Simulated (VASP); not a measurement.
Input of a VASP 6.6.1 run:

Contents of INCAR:

```
ALGO = Normal
EDIFF = 1E-6
ENCUT = 520
GGA = PS
ISIF = 2
ISMEAR = -1
ISYM = 0
LASPH = True
LCHARG = True
LELF = True
LREAL = Auto
LVHAR = True
LWAVE = False
NBANDS = 212
NELM = 80
PREC = Accurate
SIGMA = 0.05
```

The input KPOINTS:

```
Automatic mesh
0
Gamma
  1 1 1
  0.25 0.25 0.25
```

POSCAR

```
Mg32Si13Ge3
1.0
   12.6638752148      0.0000000000      0.0000000000
    0.0000000000     12.6638752148      0.0000000000
    0.0000000000      0.0000000000     12.6638752148
Mg Si Ge
64 26 6
Direct
    0.3758280000      0.1256270000      0.1249110000
    0.3755710000      0.1255180000      0.6246110000
    0.3754540000      0.6252220000      0.1250750000
    0.3755740000      0.6255690000      0.6246790000
    0.8753330000      0.1248510000      0.1250850000
    0.8755560000      0.1254880000      0.6248350000
    0.8756490000      0.6252720000      0.1246010000
    0.8756880000      0.6256990000      0.6246110000
    0.1254420000      0.3752330000      0.1252150000
    0.1250510000      0.3749490000      0.6248400000
    0.1248600000      0.8746320000      0.1246720000
    0.1251710000      0.8749210000      0.6245870000
    0.6249990000      0.3748720000      0.1246520000
    0.6250190000      0.3748480000      0.6247060000
    0.6256690000      0.8753050000      0.1249320000
    0.6252530000      0.8751040000      0.6246820000
    0.1251430000      0.1253710000      0.3751890000
    0.1250530000      0.1256070000      0.8753500000
    0.1255210000      0.6249220000      0.3748240000
    0.1250180000      0.6254980000      0.8752130000
    0.6255420000      0.1251140000      0.3749040000
    0.6249750000      0.1254410000      0.8753830000
    0.6251340000      0.6253960000      0.3749920000
    0.6251110000      0.6255840000      0.8750400000
    0.1251090000      0.1250220000      0.1245460000
    0.1246250000      0.1255680000      0.6246300000
    0.1254370000      0.6247800000      0.1248350000
    0.1250590000      0.6253720000      0.6244220000
    0.6253030000      0.1249970000      0.1251770000
    0.6249160000      0.1254060000      0.6245710000
    0.6250880000      0.6254010000      0.1244280000
    0.6249280000      0.6255400000      0.6243650000
    0.3752520000      0.3753440000      0.3750230000
    0.3755380000      0.3749260000      0.8753380000
    0.3756830000      0.8749610000      0.3752530000
    0.3756160000      0.8749160000      0.8752040000
    0.8758480000      0.3747080000      0.3750470000
    0.8754520000      0.3749380000      0.8752470000
    0.8752550000      0.8750670000      0.3747740000
    0.8755040000      0.8748260000      0.8750850000
    0.3752860000      0.3754620000      0.1249640000
    0.3753430000      0.3749360000      0.6245340000
    0.3755160000      0.8749160000      0.1245730000
    0.3756250000      0.8748650000      0.6245170000
    0.8755570000      0.3745640000      0.1244880000
    0.8755220000      0.3748940000      0.6244220000
    0.8751860000      0.8750790000      0.1247830000
    0.8754480000      0.8749880000      0.6244630000
    0.3755990000      0.1254520000      0.3749870000
    0.3754510000      0.1252580000      0.8750970000
    0.3753490000      0.6250130000      0.3746570000
    0.3753190000      0.6253010000      0.8749680000
    0.8752760000      0.1249760000      0.3747170000
    0.8754060000      0.1252840000      0.8751780000
    0.8755480000      0.6252280000      0.3749760000
    0.8755870000      0.6254770000      0.8749330000
    0.1253730000      0.3751280000      0.3747730000
    0.1250460000      0.3748910000      0.8753210000
    0.1248810000      0.8745980000      0.3749340000
    0.1249320000      0.8747970000      0.8749530000
    0.6251290000      0.3748750000      0.3751720000
    0.6247980000      0.3748360000      0.8751560000
    0.6253360000      0.8752150000      0.3748050000
    0.6250730000      0.8749990000      0.8751360000
    0.0001730000      0.0000310000      0.9998420000
    0.0001780000      0.0000980000      0.4998500000
    0.0002630000      0.5000810000      0.9999460000
    0.0003770000      0.5000660000      0.4997200000
    0.5004010000      0.0001500000      0.0000620000
    0.5004170000      0.0002160000      0.4997240000
    0.5003140000      0.5002210000      0.9999290000
    0.5002600000      0.5001380000      0.4999110000
    0.2503950000      0.2502230000      0.0001200000
    0.2501800000      0.2501140000      0.4998860000
    0.2503170000      0.7499870000      0.9999830000
    0.2503850000      0.7500320000      0.4997760000
    0.7502750000      0.2499300000      0.0000720000
    0.7504230000      0.2500230000      0.4999020000
    0.7504500000      0.7501210000      0.9998300000
    0.7502900000      0.7501740000      0.4996800000
    0.2503680000      0.5001340000      0.2499060000
    0.7504030000      0.0000740000      0.2499920000
    0.0004630000      0.2500390000      0.2498070000
    0.0001180000      0.2502490000      0.7500350000
    0.0002420000      0.7499770000      0.2497900000
    0.0003320000      0.7501420000      0.7496560000
    0.5003240000      0.2503810000      0.2500390000
    0.5002080000      0.2501090000      0.7498290000
    0.5004890000      0.7502300000      0.2497710000
    0.5003150000      0.7503360000      0.7499160000
    0.2503150000      0.9999700000      0.2498390000
    0.2501430000      0.0001730000      0.7498220000
    0.2501620000      0.5001540000      0.7499340000
    0.7502240000      0.0002000000      0.7498690000
    0.7503600000      0.5000060000      0.2497640000
    0.7502540000      0.5001650000      0.7498320000
```

Potentials or basis: VASP PAW PBE potentials, release 64 (Mg, Si, Ge_d).

Launch:

```sh
$ cat potpaw_PBE.64/Mg/POTCAR potpaw_PBE.64/Si/POTCAR potpaw_PBE.64/Ge_d/POTCAR > POTCAR
$ mpirun -np 1 vasp_std > vasp.out
```

(1) Estimate the band gap on the k mesh.

(2) Estimate the pressure.

(3) Estimate the largest force.

Answers

(1) 0.51 eV.

(2) 0.0 GPa.

(3) 0.020 eV/Å.

Caveat: semilocal functionals underestimate gaps, and a narrow one can read as zero; the PAW data sets were made with another functional, which shifts forces and pressure a little; a shifted mesh leaves out Γ, where band edges can lie.
